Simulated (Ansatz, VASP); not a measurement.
Al3GaN4 in VASP and in Ansatz

POSCAR

```
Al3GaN4
1.0
    4.4390974388     -0.0418229041      0.0344768395
   -0.0418229041      4.4094413770     -0.0053173086
    0.0344768395     -0.0053173086      4.4047424575
Al Ga N
3 1 4
Direct
    0.5036791857      0.5065850229     -0.0002055458
    0.5096357551      0.0022133625      0.5077810161
   -0.0079438237      0.4942871670      0.5047839430
   -0.0067109971     -0.0037193097     -0.0003422099
    0.7415267901      0.7462594662      0.2534804166
    0.7468880557      0.2621354903      0.7347035040
    0.2654541187      0.7446076759      0.7485955139
    0.2474709156      0.2476311250      0.2512033620
```

Contents of INCAR.step1:

```
PREC = Accurate
ENCUT = 520
ISMEAR = 0
SIGMA = 0.05
LREAL = False
LASPH = True
NELM = 80
NBANDS = 31
GGA = PE
ALGO = Normal
EDIFF = 1E-4
LWAVE = True
LCHARG = False
```

INCAR.step2

```
PREC = Accurate
ENCUT = 520
EDIFF = 1E-7
ISMEAR = 0
SIGMA = 0.05
LREAL = False
LASPH = True
NELM = 80
ALGO = Normal
ISIF = 2
LWAVE = False
LCHARG = False
METAGGA = R2SCAN
LMIXTAU = True
NBANDS = 31
ISTART = 1
```

The input KPOINTS:

```
Automatic mesh
0
Gamma
  6 6 6
```

Input for Ansatz:

```yaml
crystal:
  lattice:
    - [4.4390974388, -0.0418229041, 0.0344768395]
    - [-0.0418229041, 4.409441377, -0.0053173086]
    - [0.0344768395, -0.0053173086, 4.4047424575]
  atoms:
    - { symbol: Al, position: [0.5036791857, 0.5065850229, -0.0002055458] }
    - { symbol: Al, position: [0.5096357551, 0.0022133625, 0.5077810161] }
    - { symbol: Al, position: [-0.0079438237, 0.494287167, 0.504783943] }
    - { symbol: Ga, position: [-0.0067109971, -0.0037193097, -0.0003422099] }
    - { symbol: "N", position: [0.7415267901, 0.7462594662, 0.2534804166] }
    - { symbol: "N", position: [0.7468880557, 0.2621354903, 0.734703504] }
    - { symbol: "N", position: [0.2654541187, 0.7446076759, 0.7485955139] }
    - { symbol: "N", position: [0.2474709156, 0.247631125, 0.251203362] }
basis:
  ecutwfc: 500
kpoints:
  mp_grid: { grid: [6, 6, 6] }
hamiltonian:
  xc: r2scan
scf:
  occupations: { method: gaussian, width: 0.05 }
output:
  forces: true
  stress: true
  eigenvalues: true
```

Change from the starting cell: all atoms moved at random (sigma 0.03 Å a component), cell strained at random (sigma 0.01).

Alike in both runs: task single point; functional r2SCAN; k mesh 6 × 6 × 6; occupations gaussian, width 0.05 eV; no spin polarisation.

|  | VASP | Ansatz |
| --- | --- | --- |
| version | VASP 6.6.1 | Ansatz 0.2.0 |
| potentials or method | VASP PAW PBE potentials, release 64 (Al, Ga_d, N), cutoff 520 eV | scalar-relativistic, plane waves, PAW |
| valence electrons in the cell | 42 | 42 |

VASP gave:

```
gap on the k mesh at the Fermi level (eV)                     : 3.48
least direct gap on the mesh (eV)                             : 3.48
pressure (GPa)                                                : -1.1
traceless stress, the component that is largest in VASP (GPa) : 6.09
rms of the force components (eV/Å)                            : 0.809
```

Q: Estimate Ansatz's values.

A: gap on the k mesh at the Fermi level (eV): 3.48; least direct gap on the mesh (eV): 3.48; pressure (GPa): -1.1; traceless stress, the component that is largest in VASP (GPa): 5.99; rms of the force components (eV/Å): 0.799.

VASP's potentials were made for PBE, not for r2SCAN. Atom by atom the forces differ by 0.032 eV/Å (rms over components). The functional is the same, so the differences come from potentials, cutoffs and numerics.
